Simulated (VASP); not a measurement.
Here is a VASP 6.6.1 calculation.

The input INCAR:

```
ALGO = Normal
EDIFF = 1E-7
EDIFFG = -0.01
ENCUT = 500
GGA = PE
GGA_COMPAT = F
IBRION = 2
ISIF = 3
ISMEAR = 0
LASPH = T
LCHARG = F
LMAXMIX = 6
LREAL = F
LWAVE = F
NELM = 200
NELMIN = 4
NSW = 100
PREC = Accurate
SIGMA = 0.1
```

KPOINTS

```
k-points
0
Gamma
  10 10 10
```

POSCAR

```
Nd3Au
1.0
   -3.1662838974      3.1662838974      3.1662838974
    3.1662838974     -3.1662838974      3.1662838974
    3.1662838974      3.1662838974     -3.1662838974
Nd Au
3 1
Direct
    0.0000000000      0.5000000000      0.5000000000
    0.5000000000      0.0000000000      0.5000000000
    0.5000000000      0.5000000000      0.0000000000
    0.0000000000      0.0000000000      0.0000000000
```

Potentials or basis: VASP PAW PBE potentials, release 64 (Nd_3, Au), 4f in core.

Launch:

```bash
$ cat potpaw_PBE.64/Nd_3/POTCAR potpaw_PBE.64/Au/POTCAR > POTCAR
$ mpirun -np 1 vasp_std > vasp.out
```

Q: Estimate the relaxed volume.

A: 31.48 Å³/atom.

Q: Predict the relaxed cell.

A: a = 5.469 Å, b = 5.469 Å, c = 5.469 Å, α = 109.47°, β = 109.47°, γ = 109.47°.

Q: Predict the space group after relaxing (to 0.1 Å).

A: Im-3m (No. 229).

The path:
| step | energy change (eV) | largest force (eV/Å) | pressure (GPa) | volume (Å³) |
| --- | --- | --- | --- | --- |
| 1 | 0.0000 | 0.0000 | -0.34 | 126.97 |
| 2 | -0.0011 | 0.0000 | 0.05 | 125.75 |
| 3 | -0.0011 | 0.0000 | 0.00 | 125.90 |

Caveat: spin-orbit coupling is left out, which moves the levels of the heavy elements; the 4f electrons are frozen in the core, so they carry no moment and show no levels. Spin polarisation is off, so any magnetic state and its effect on volume and gap are missing.
